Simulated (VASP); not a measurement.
# CsNdBr4 (P4/mmm) in VASP: relaxation of cell and atoms with PBE

Aim: the relaxation of cell and atoms of CsNdBr4 with PBE.

Everything below comes from runs of VASP 6.6.1. Logs are shortened: lines on timing, memory, paths and dates and some standing lists are left out, and cuts for length are marked.

## (1) The cell of the first run

It takes space group P4/mmm (No. 123, tetragonal). The conventional cell has a = 5.657 Å, b = 5.657 Å, c = 10.485 Å, α = 90.00°, β = 90.00°, γ = 90.00°. Within 3.7 Å of Cs (site symmetry 4/mmm) lie 6 Br at 2.83 to 3.56 Å. Within 5.7 Å of Nd (site symmetry 4/mmm) lie 8 Br at 4.34 Å and 4 Nd at 5.66 Å. Br (site symmetry 4mm) has 5 Br at 3.36 to 4.55 Å and 1 Cs at 3.56 Å and 4 Nd at 4.34 Å within 4.6 Å. Within 3.7 Å of Br (site symmetry mmm) lie 2 Cs at 2.83 Å.

The cell was generated, and may not be a known phase.

## (2) Relaxation of cell and atoms, PBE

INCAR reads:

```
PREC     = Accurate       # precision mode
ENCUT    = 500            # plane-wave cutoff, eV
EDIFF    = 1E-7           # SCF threshold, eV
ISMEAR   = 0              # smearing method
SIGMA    = 0.1            # smearing width, eV
LREAL    = F              # projectors in reciprocal space
LASPH    = T              # aspherical terms in the spheres
NELM     = 200            # most SCF steps
ALGO     = Normal         # electronic algorithm
ISIF     = 3              # what is computed and relaxed
LWAVE    = F              # write WAVECAR
LCHARG   = F              # write CHGCAR
GGA      = PE             # functional
IBRION   = 2              # ionic algorithm
NSW      = 100            # ionic steps
EDIFFG   = -0.01          # ionic threshold
GGA_COMPAT= F            
NELMIN   = 4            
LMAXMIX  = 6              # l up to which the mixer works
```

KPOINTS reads:

```
Automatic mesh
0
Gamma
  8 8 4
```

POSCAR reads:

```
CsNdBr4
1.0
    5.6566187912      0.0000000000      0.0000000000
    0.0000000000      5.6566187912      0.0000000000
    0.0000000000      0.0000000000     10.4853049068
Cs Nd Br
1 1 4
Direct
    0.0000000000      0.0000000000      0.0000000000
    0.5000000000      0.5000000000      0.5000000000
    0.0000000000      0.0000000000      0.6604344620
    0.0000000000      0.0000000000      0.3395655380
    0.5000000000      0.0000000000      0.0000000000
    0.0000000000      0.5000000000      0.0000000000
```

Potentials or basis: VASP PAW PBE potentials, release 64 (Cs_sv, Nd_3, Br), 4f in core.

Command:

```bash
$ cat potpaw_PBE.64/Cs_sv/POTCAR potpaw_PBE.64/Nd_3/POTCAR potpaw_PBE.64/Br/POTCAR > POTCAR
$ mpirun -np 1 vasp_std > vasp.out
```

OUTCAR:

```text
PREC = Accurate
   ENCUT = 500
   EDIFF = 1E-7
   ISMEAR = 0
   LREAL = F
   LASPH = T
   NELM = 200
   ISIF = 3
   GGA = PE
   IBRION = 2
   NSW = 100
   EDIFFG = -0.01
   NELMIN = 4

 ion  position               nearest neighbor table
   1  0.000  0.000  0.000-   5 2.83   6 2.83   6 2.83   5 2.83
   2  0.500  0.500  0.500-
   3  0.000  0.000  0.660-
   4  0.000  0.000  0.340-
   5  0.500  0.000  0.000-   1 2.83   1 2.83
   6  0.000  0.500  0.000-   1 2.83   1 2.83

  LATTYP: Found a simple tetragonal cell.
 ALAT       =     5.6566187912
 C/A-ratio  =     1.8536347054

  Lattice vectors:

 A1 = (   5.6566187912,   0.0000000000,   0.0000000000)
 A2 = (   0.0000000000,   5.6566187912,   0.0000000000)
 A3 = (   0.0000000000,   0.0000000000,  10.4853049068)

Analysis of symmetry for initial positions (statically):
=====================================================================
 Subroutine PRICEL returns:
 Original cell was already a primitive cell.

 Routine SETGRP: Setting up the symmetry group for a
 simple tetragonal supercell.

 Subroutine GETGRP returns: Found 16 space group operations
 (whereof 16 operations were pure point group operations)
 out of a pool of 16 trial point group operations.

The static configuration has the point symmetry D_4h.

Analysis of symmetry for dynamics (positions and initial velocities):
=====================================================================
 Subroutine PRICEL returns:
 Original cell was already a primitive cell.

 Routine SETGRP: Setting up the symmetry group for a
 simple tetragonal supercell.

 Subroutine GETGRP returns: Found 16 space group operations
 (whereof 16 operations were pure point group operations)
 out of a pool of 16 trial point group operations.

The dynamic configuration has the point symmetry D_4h.

 Subroutine INISYM returns: Found 16 space group operations
 (whereof 16 operations are pure point group operations),
 and found     1 'primitive' translations

----------------------------------------------------------------------------------------

                                     Primitive cell

  volume of cell :     335.5018

  direct lattice vectors                    reciprocal lattice vectors
     5.656618791  0.000000000  0.000000000     0.176784054  0.000000000  0.000000000
     0.000000000  5.656618791  0.000000000     0.000000000  0.176784054  0.000000000
     0.000000000  0.000000000 10.485304907     0.000000000  0.000000000  0.095371571

  length of vectors
     5.656618791  5.656618791 10.485304907     0.176784054  0.176784054  0.095371571

  position of ions in fractional coordinates (direct lattice)
     0.000000000  0.000000000  0.000000000
     0.500000000  0.500000000  0.500000000
     0.000000000  0.000000000  0.660434462
     0.000000000  0.000000000  0.339565538
     0.500000000  0.000000000  0.000000000
     0.000000000  0.500000000  0.000000000

  ion indices of the primitive-cell ions
   primitive index   ion index
                 1           1
                 2           2
                 3           3
                 4           4
                 5           5
                 6           6

----------------------------------------------------------------------------------------

 KPOINTS: Automatic mesh

Automatic generation of k-mesh.
 Grid dimensions read from file:
 generate k-points for:    8    8    4

 Generating k-lattice:

  Cartesian coordinates                     Fractional coordinates (reciprocal lattice)
     0.022098007  0.000000000  0.000000000     0.125000000  0.000000000  0.000000000
     0.000000000  0.022098007  0.000000000     0.000000000  0.125000000  0.000000000
     0.000000000  0.000000000  0.023842893     0.000000000  0.000000000  0.250000000

  Length of vectors
     0.022098007  0.022098007  0.023842893

  Shift w.r.t. Gamma in fractional coordinates (k-lattice)
     0.000000000  0.000000000  0.000000000

 Subroutine IBZKPT returns following result:
 ===========================================

 Found     45 irreducible k-points:

 Following reciprocal coordinates:
            Coordinates               Weight
  0.000000  0.000000  0.000000      1.000000
  0.125000  0.000000  0.000000      4.000000
  0.250000  0.000000  0.000000      4.000000
  0.375000  0.000000  0.000000      4.000000
  0.500000  0.000000  0.000000      2.000000
  0.125000  0.125000  0.000000      4.000000
[... 16 lines left out ...]
  0.375000  0.125000  0.250000     16.000000
  0.500000  0.125000  0.250000      8.000000
 [... further k-points ...]
   k-points           NKPTS =     45   k-points in BZ     NKDIM =     45   number of bands    NBANDS=     28
   number of dos      NEDOS =    301   number of ions     NIONS =      6
   total plane-waves  NPLWV = 141120
   dimension x,y,z NGX =    42 NGY =   42 NGZ =   80
   dimension x,y,z NGXF=    84 NGYF=   84 NGZF=  160
   ions per type =               1   1   4
   NGX,Y,Z   is equivalent  to a cutoff of  12.34, 12.34, 12.68 a.u.
   NGXF,Y,Z  is equivalent  to a cutoff of  24.69, 24.69, 25.37 a.u.
 SYSTEM =  unknown system
   PREC   = accura    normal or accurate (medium, high low for compatibility)
   ISTART =      0    job   : 0-new  1-cont  2-samecut
   ICHARG =      2    charge: 1-file 2-atom 10-const
   ISPIN  =      1    spin polarized calculation?
   LNONCOLLINEAR =      F non collinear calculations
   LSORBIT =      F    spin-orbit coupling
   LASPH  =      T    aspherical Exc in radial PAW
   ENCUT  =  500.0 eV  36.75 Ry    6.06 a.u.  10.31 10.31 19.12*2*pi/ulx,y,z
   NELM   =    200;   NELMIN=  4; NELMDL= -5     # of ELM steps
   EDIFF  = 0.1E-06   stopping-criterion for ELM
   LREAL  =      F    real-space projection
   EDIFFG = -.1E-01   stopping-criterion for IOM
   NSW    =    100    number of steps for IOM
   IBRION =      2    ionic relax: 0-MD 1-quasi-New 2-CG
   NFREE  =      1    steps in history (QN), initial steepest desc. (CG)
   ISIF   =      3    stress and relaxation
   ISYM   =      2    0-nonsym 1-usesym 2-fastsym
   POTIM  = 0.5000    time-step for ionic-motion
   TEBEG  =    0.0;   TEEND  =   0.0 temperature during run
   PSTRESS=    0.0 pullay stress
   NELECT =      48.0000    total number of electrons
   NUPDOWN=      -1.0000    fix difference up-down
   EMIN   =  10.00;   EMAX   =-10.00  energy-range for DOS
   EFERMI =   0.00;   METHOD = LEGACY
   ISMEAR =     0;   SIGMA  =   0.10  broadening in eV -4-tet -1-fermi 0-gaus
   EFERMI_NEDOS =   21; number of points for ismear=-14 and -15
   IALGO  =     38    algorithm
   IMIX   =      4    mixing-type and parameters
     AMIX     =   0.40;   BMIX     =  1.00
     AMIX_MAG =   1.60;   BMIX_MAG =  1.00
  volume/ion in A,a.u.               =      55.92       377.35
  Fermi-wavevector in a.u.,A,eV,Ry     =   0.856230  1.618039  9.974829  0.733129
  Thomas-Fermi vector in A             =   1.973100
   LORBIT       =      0    0 simple, 1 ext, 2 COOP (PROOUT), +10 PAW based schemes
   GGA     = PE    functional components
   LHFCALC =     F    Hartree Fock is set to
   AEXX    =    0.0000 exact exchange contribution
   IVDW    =     0    specifies the selected vdW correction
   LEPSILON=     F    determine dielectric tensor
   LRPA    =     F    only Hartree local field effects (RPA)
 conjugate gradient relaxation of ions
 non-spin polarized calculation
 Gauss-broadening in eV      SIGMA  =   0.10
  energy-cutoff  :      500.00
  volume of cell :      335.50
 maximum number of plane-waves:      8590
 NGX is ok and might be reduce to    42
   NGX = 21   NGY = 21   NGZ = 39

--------------------------------------- Ionic step        1  -------------------------------------------

 number of electron      47.9999993 magnetization

 Free energy of the ion-electron system (eV)
  ---------------------------------------------------
  ext. energy  EPLUGINS =         0.00000000
  ---------------------------------------------------
  free energy    TOTEN  =       -12.25804201 eV

  energy without entropy =      -12.17851210  energy(sigma->0) =      -12.21827705

------------------------ aborting loop because EDIFF is reached ----------------------------------------

  FORCE on cell =-STRESS in cart. coord.  units (eV):
  Direction    XX          YY          ZZ          XY          YZ          ZX
  --------------------------------------------------------------------------------------
  -------------------------------------------------------------------------------------
  Total        1.7168005      1.7168005      0.7065309      0.0000000     -0.0000000      0.0000000
  in kB        8.1985214      8.1985214      3.3740138      0.0000000     -0.0000000      0.0000000
  external PRESSURE =       6.5903522 kB  Pullay stress =       0.0000000 kB
[... 101 lines left out ...]
  FREE ENERGIE OF THE ION-ELECTRON SYSTEM (eV)
  ---------------------------------------------------
  free  energy   TOTEN  =       -12.2984415676 eV

  energy  without entropy=      -12.2161512942  energy(sigma->0) =      -12.25729643

[... ionic steps 4 to 8 ...]

--------------------------------------- Ionic step        9  -------------------------------------------

 number of electron      48.0000011 magnetization

------------------------ aborting loop because EDIFF is reached ----------------------------------------

  FORCE on cell =-STRESS in cart. coord.  units (eV):
  Direction    XX          YY          ZZ          XY          YZ          ZX
  --------------------------------------------------------------------------------------
  -------------------------------------------------------------------------------------
  Total       -0.0002196     -0.0002196     -0.0100761      0.0000000     -0.0000000     -0.0000000
  in kB       -0.0009873     -0.0009873     -0.0452994      0.0000000     -0.0000000     -0.0000000
  external PRESSURE =      -0.0157580 kB  Pullay stress =       0.0000000 kB
[... 65 lines left out ...]
  energy  without entropy=      -12.2174807651  energy(sigma->0) =      -12.25868530

--------------------------------------- Ionic step       11  -------------------------------------------

 number of electron      48.0000013 magnetization

 Free energy of the ion-electron system (eV)
  ---------------------------------------------------
  ext. energy  EPLUGINS =         0.00000000
  ---------------------------------------------------
  free energy    TOTEN  =       -12.30003257 eV

  energy without entropy =      -12.21758826  energy(sigma->0) =      -12.25881042

 E-fermi :  -1.1435     XC(G=0):  -6.1040

 val. band max:       -1.1437603874   @ k =   0.1250   0.1250   0.0000
 cond. band min:      -1.1406362088   @ k =   0.1250   0.1250   0.2500
 fundamental gap:      0.0031241786
 Fermi energy:        -1.1435109273

 k-point     1 :       0.0000    0.0000    0.0000
  band No.  band energies     occupation
      1     -42.4286      2.00000
      2     -23.4620      2.00000
      3     -23.3216      2.00000
      4     -23.3216      2.00000
      5     -21.1555      2.00000
      6     -14.7701      2.00000
[... 733 lines left out ...]
     27      -0.9322      0.00280
     28      -0.9017      0.00063

 [... further k-points ...]

------------------------ aborting loop because EDIFF is reached ----------------------------------------

  FORCE on cell =-STRESS in cart. coord.  units (eV):
  Direction    XX          YY          ZZ          XY          YZ          ZX
  --------------------------------------------------------------------------------------
  -------------------------------------------------------------------------------------
  Total        0.0020930      0.0020930      0.0090456      0.0000000      0.0000000     -0.0000000
  in kB        0.0094015      0.0094015      0.0406312      0.0000000      0.0000000     -0.0000000
  external PRESSURE =       0.0198114 kB  Pullay stress =       0.0000000 kB
[... 21 lines left out ...]
  FREE ENERGIE OF THE ION-ELECTRON SYSTEM (eV)
  ---------------------------------------------------
  free  energy   TOTEN  =       -12.3000325706 eV

  energy  without entropy=      -12.2175882613  energy(sigma->0) =      -12.25881042

 reached required accuracy - stopping structural energy minimisation
```

Run time: 71 min. Hardware: 1 thread of Intel Xeon Platinum 8559C (Emerald Rapids), shared host; peak memory 0.73 GiB.

What came out:

| Quantity | Value |
| --- | --- |
| Free energy | -12.3000 eV |
| Relaxed volume | 59.45 Å³/atom |
| Relaxed cell | a = 5.778 Å, b = 5.778 Å, c = 10.685 Å, α = 90.00°, β = 90.00°, γ = 90.00° |
| Space group after relaxing (to 0.1 Å) | P4/mmm (No. 123) |
| Energy gained by relaxing | 7.0 meV/atom |
| Ionic steps | 11 |
| Pressure after relaxing | 0.0 GPa |
| Band gap on the k mesh | zero (bands 24 and 25 overlap by 0.02 eV) |

Step by step:
| step | energy change (eV) | largest force (eV/Å) | pressure (GPa) | volume (Å³) |
| --- | --- | --- | --- | --- |
| 1 | 0.0000 | 0.0067 | 0.66 | 335.50 |
| 2 | -0.0346 | 0.0089 | 0.25 | 346.79 |
| 3 | -0.0404 | 0.0097 | 0.02 | 355.07 |
| 4 | -0.0405 | 0.0098 | 0.01 | 354.64 |
| 5 | -0.0392 | 0.0092 | 0.13 | 350.70 |
| 6 | -0.0405 | 0.0098 | 0.02 | 354.16 |
| 7 | -0.0411 | 0.0172 | 0.02 | 354.85 |
| 8 | -0.0417 | 0.0316 | 0.00 | 356.16 |
| 9 | -0.0417 | 0.0340 | 0.00 | 356.38 |
| 10 | -0.0418 | 0.0233 | 0.00 | 356.48 |
| 11 | -0.0420 | 0.0020 | 0.00 | 356.69 |

Final structure:
```yaml
crystal:
  lattice:
    - [5.77779, 0.00000, 0.00000]
    - [0.00000, 5.77779, 0.00000]
    - [0.00000, 0.00000, 10.68480]
  atoms:
    - { symbol: Cs, position: [0.00000, 0.00000, 0.00000] }
    - { symbol: Nd, position: [0.50000, 0.50000, 0.50000] }
    - { symbol: Br, position: [0.00000, 0.00000, 0.65944] }
    - { symbol: Br, position: [0.00000, 0.00000, 0.34056] }
    - { symbol: Br, position: [0.50000, 0.00000, 0.00000] }
    - { symbol: Br, position: [0.00000, 0.50000, 0.00000] }
```

Caveat: spin-orbit coupling is left out, which moves the levels of the heavy elements; the 4f electrons are frozen in the core, so they carry no moment and show no levels; the run has no spin polarisation, though such a crystal can be magnetic. Spin polarisation is off, so any magnetic state and its effect on volume and gap are missing.
